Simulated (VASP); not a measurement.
# SiO2 (Pnnm) in VASP: notebook, part 2 of 2

VASP 6.6.1. Earlier steps stand in the parts before.

## (3) Single point, PBE (atoms displaced along a vibrational mode)

Contents of INCAR:

```
SYSTEM = SiO2
PREC = Accurate ; ENCUT = 520
EDIFF = 1E-6 ; ISMEAR = 0
SIGMA = 0.05 ; LREAL = .False.
LASPH = .True. ; NELM = 60
ALGO = Normal ; ISIF = 2
LWAVE = .False. ; LCHARG = .False.
GGA = PE ; NBANDS = 25
```

Contents of KPOINTS:

```
Automatic mesh
0
Gamma
  6 6 8
  0 0 0
```

Contents of POSCAR:

```
SiO2
1.0
    4.2358788266      0.0000000000      0.0000000000
    0.0000000000      4.2358788266      0.0000000000
    0.0000000000      0.0000000000      2.6897743046
Si O
2 4
Direct
    0.5000000000      0.5000000000      0.5000000000
    0.0000000000      0.0000000000      0.0000000000
    0.6557534092      0.7302721762      0.0000000000
    0.1557534092      0.7697278238      0.5000000000
    0.3442465908      0.2697278238      0.0000000000
    0.8442465908      0.2302721762      0.5000000000
```

Potentials or basis: VASP PAW PBE potentials, release 64 (Si, O).

Run with:

```
$ cat potpaw_PBE.64/Si/POTCAR potpaw_PBE.64/O/POTCAR > POTCAR
$ mpirun -np 1 vasp_std > vasp.out
```

OUTCAR:

```text
SYSTEM = SiO2
   PREC = Accurate
   ENCUT = 520
   EDIFF = 1E-6
   ISMEAR = 0
   LREAL = .False.
   LASPH = .True.
   NELM = 60
   ISIF = 2
   GGA = PE

 ion  position               nearest neighbor table
   1  0.500  0.500  0.500-   3 1.79   5 1.79   3 1.79   5 1.79   4 1.85   6 1.85
   2  0.000  0.000  0.000-   4 1.79   6 1.79   4 1.79   6 1.79   5 1.85   3 1.85
   3  0.656  0.730  0.000-   1 1.79   1 1.79   2 1.85
   4  0.156  0.770  0.500-   2 1.79   2 1.79   1 1.85
   5  0.344  0.270  0.000-   1 1.79   1 1.79   2 1.85
   6  0.844  0.230  0.500-   2 1.79   2 1.79   1 1.85

  LATTYP: Found a simple tetragonal cell.
 ALAT       =     4.2358788266
 C/A-ratio  =     0.6349979342

  Lattice vectors:

 A1 = (   4.2358788266,   0.0000000000,   0.0000000000)
 A2 = (   0.0000000000,   4.2358788266,   0.0000000000)
 A3 = (   0.0000000000,   0.0000000000,   2.6897743046)

Analysis of symmetry for initial positions (statically):
=====================================================================
 Subroutine PRICEL returns:
 Original cell was already a primitive cell.

 Routine SETGRP: Setting up the symmetry group for a
 simple tetragonal supercell.

 Subroutine GETGRP returns: Found  8 space group operations
 (whereof  4 operations were pure point group operations)
 out of a pool of 16 trial point group operations.

The static configuration has the point symmetry C_2h.
 The point group associated with its full space group is D_2h.

Analysis of symmetry for dynamics (positions and initial velocities):
=====================================================================
 Subroutine PRICEL returns:
 Original cell was already a primitive cell.

 Routine SETGRP: Setting up the symmetry group for a
 simple tetragonal supercell.

 Subroutine GETGRP returns: Found  8 space group operations
 (whereof  4 operations were pure point group operations)
 out of a pool of 16 trial point group operations.

The dynamic configuration has the point symmetry C_2h.
 The point group associated with its full space group is D_2h.

 Subroutine INISYM returns: Found  8 space group operations
 (whereof  4 operations are pure point group operations),
 and found     1 'primitive' translations

----------------------------------------------------------------------------------------

                                     Primitive cell

  volume of cell :      48.2617

  direct lattice vectors                    reciprocal lattice vectors
     4.235878827  0.000000000  0.000000000     0.236078519  0.000000000  0.000000000
     0.000000000  4.235878827  0.000000000     0.000000000  0.236078519  0.000000000
     0.000000000  0.000000000  2.689774305     0.000000000  0.000000000  0.371778405

  length of vectors
     4.235878827  4.235878827  2.689774305     0.236078519  0.236078519  0.371778405

  position of ions in fractional coordinates (direct lattice)
     0.500000000  0.500000000  0.500000000
     0.000000000  0.000000000  0.000000000
     0.655753409  0.730272176  0.000000000
     0.155753409  0.769727824  0.500000000
     0.344246591  0.269727824  0.000000000
     0.844246591  0.230272176  0.500000000

  ion indices of the primitive-cell ions
   primitive index   ion index
[... 26 lines left out ...]
     0.000000000  0.000000000  0.000000000

 Subroutine IBZKPT returns following result:
 ===========================================

 Found     80 irreducible k-points:

 Following reciprocal coordinates:
            Coordinates               Weight
  0.000000  0.000000  0.000000      1.000000
  0.166667  0.000000  0.000000      2.000000
  0.000000  0.166667  0.000000      2.000000
  0.333333  0.000000  0.000000      2.000000
  0.000000  0.333333  0.000000      2.000000
  0.500000  0.000000  0.000000      1.000000
[... 16 lines left out ...]
  0.000000  0.500000  0.125000      2.000000
  0.166667  0.166667  0.125000      8.000000
 [... further k-points ...]
   k-points           NKPTS =     80   k-points in BZ     NKDIM =     80   number of bands    NBANDS=     25
   number of dos      NEDOS =    301   number of ions     NIONS =      6
   total plane-waves  NPLWV =  20480
   dimension x,y,z NGX =    32 NGY =   32 NGZ =   20
   dimension x,y,z NGXF=    64 NGYF=   64 NGZF=   40
   ions per type =               2   4
   NGX,Y,Z   is equivalent  to a cutoff of  12.56, 12.56, 12.36 a.u.
   NGXF,Y,Z  is equivalent  to a cutoff of  25.12, 25.12, 24.72 a.u.
 SYSTEM =  SiO2
   PREC   = accura    normal or accurate (medium, high low for compatibility)
   ISTART =      0    job   : 0-new  1-cont  2-samecut
   ICHARG =      2    charge: 1-file 2-atom 10-const
   ISPIN  =      1    spin polarized calculation?
   LNONCOLLINEAR =      F non collinear calculations
   LSORBIT =      F    spin-orbit coupling
   LASPH  =      T    aspherical Exc in radial PAW
   ENCUT  =  520.0 eV  38.22 Ry    6.18 a.u.   7.88  7.88  5.00*2*pi/ulx,y,z
   NELM   =     60;   NELMIN=  2; NELMDL= -5     # of ELM steps
   EDIFF  = 0.1E-05   stopping-criterion for ELM
   LREAL  =      F    real-space projection
   EDIFFG = 0.1E-04   stopping-criterion for IOM
   NSW    =      0    number of steps for IOM
   IBRION =     -1    ionic relax: 0-MD 1-quasi-New 2-CG
   NFREE  =      0    steps in history (QN), initial steepest desc. (CG)
   ISIF   =      2    stress and relaxation
   ISYM   =      2    0-nonsym 1-usesym 2-fastsym
   POTIM  = 0.5000    time-step for ionic-motion
   TEBEG  =    0.0;   TEEND  =   0.0 temperature during run
   PSTRESS=    0.0 pullay stress
   NELECT =      32.0000    total number of electrons
   NUPDOWN=      -1.0000    fix difference up-down
   EMIN   =  10.00;   EMAX   =-10.00  energy-range for DOS
   EFERMI =   0.00;   METHOD = LEGACY
   ISMEAR =     0;   SIGMA  =   0.05  broadening in eV -4-tet -1-fermi 0-gaus
   EFERMI_NEDOS =   21; number of points for ismear=-14 and -15
   IALGO  =     38    algorithm
   IMIX   =      4    mixing-type and parameters
     AMIX     =   0.40;   BMIX     =  1.00
     AMIX_MAG =   1.60;   BMIX_MAG =  1.00
  volume/ion in A,a.u.               =       8.04        54.28
  Fermi-wavevector in a.u.,A,eV,Ry     =   1.427547  2.697673 27.727197  2.037891
  Thomas-Fermi vector in A             =   2.547705
   LORBIT       =      0    0 simple, 1 ext, 2 COOP (PROOUT), +10 PAW based schemes
   GGA     = PE    functional components
   LHFCALC =     F    Hartree Fock is set to
   AEXX    =    0.0000 exact exchange contribution
   IVDW    =     0    specifies the selected vdW correction
   LEPSILON=     F    determine dielectric tensor
   LRPA    =     F    only Hartree local field effects (RPA)
 non-spin polarized calculation
 Gauss-broadening in eV      SIGMA  =   0.05
  energy-cutoff  :      520.00
  volume of cell :       48.26
 maximum number of plane-waves:      1336
   NGX = 15   NGY = 15   NGZ = 11

 number of electron      31.9999985 magnetization

 Free energy of the ion-electron system (eV)
  ---------------------------------------------------
  ext. energy  EPLUGINS =         0.00000000
  ---------------------------------------------------
  free energy    TOTEN  =       -45.97046518 eV

  energy without entropy =      -45.97046518  energy(sigma->0) =      -45.97046518

 E-fermi :   7.6380     XC(G=0): -12.1171

 val. band max:        7.3782366134   @ k =   0.0000   0.1667   0.0000
 cond. band min:      12.5505244857   @ k =   0.0000   0.0000   0.0000
 fundamental gap:      5.1722878723
 Fermi energy:         7.6380234666

 k-point     1 :       0.0000    0.0000    0.0000
  band No.  band energies     occupation
      1     -14.3331      2.00000
      2     -11.1297      2.00000
      3     -10.7346      2.00000
      4     -10.6174      2.00000
      5      -2.7681      2.00000
      6       0.7756      2.00000
[... 661 lines left out ...]
     24      21.0782      0.00000
     25      21.4706      0.00000

 [... further k-points ...]
[... 5 lines left out ...]
  --------------------------------------------------------------------------------------
  -------------------------------------------------------------------------------------
  Total        1.6577185     -3.7438020     -0.8381225     -0.0000000      0.0000000      0.0000000
  in kB       55.0324009   -124.2855261    -27.8237208     -0.0000000      0.0000000      0.0000000
  external PRESSURE =     -32.3589487 kB  Pullay stress =       0.0000000 kB

 VOLUME and BASIS-vectors are now :
 -----------------------------------------------------------------------------
  energy-cutoff  :      520.00
  volume of cell :       48.26
      direct lattice vectors                 reciprocal lattice vectors
     4.235878827  0.000000000  0.000000000     0.236078519  0.000000000  0.000000000
     0.000000000  4.235878827  0.000000000     0.000000000  0.236078519  0.000000000
     0.000000000  0.000000000  2.689774305     0.000000000  0.000000000  0.371778405

 POSITION                                       TOTAL-FORCE (eV/Angst)
 -----------------------------------------------------------------------------------
      2.11794      2.11794      1.34489         0.000000     -0.000000      0.000000
      0.00000      0.00000      0.00000         0.000000     -0.000000      0.000000
      2.77769      3.09334      0.00000         0.450171     -0.820774      0.000000
      0.65975      3.26047      1.34489         0.450171      0.820774      0.000000
      1.45819      1.14253      0.00000        -0.450171      0.820774     -0.000000
      3.57613      0.97541      1.34489        -0.450171     -0.820774     -0.000000
 -----------------------------------------------------------------------------------
    total drift:                                0.000000      0.000000      0.000000

  FREE ENERGIE OF THE ION-ELECTRON SYSTEM (eV)
  ---------------------------------------------------
  free  energy   TOTEN  =       -45.9704651760 eV

  energy  without entropy=      -45.9704651760  energy(sigma->0) =      -45.97046518
```

Run time: 62 s. Hardware: 1 thread of Intel Xeon 8259CL, shared host; peak memory 0.2 GiB.

Results:

```yaml
Free_energy: -45.9705 eV
Pressure: -3.2 GPa
Largest_force: 0.936 eV/Å
Band_gap_on_the_k_mesh: 5.17 eV (least direct gap 5.20 eV)
```

Forces in eV/Å, atoms in the order of the input:
```
Si   0.000  0.000  0.000
Si   0.000  0.000  0.000
O    0.450 -0.821  0.000
O    0.450  0.821  0.000
O   -0.450  0.821  0.000
O   -0.450 -0.821  0.000
```

Caveat: the cell differs from its parent crystal (atoms displaced along a vibrational mode); the cell stands under tension. A k mesh can miss the band edges.
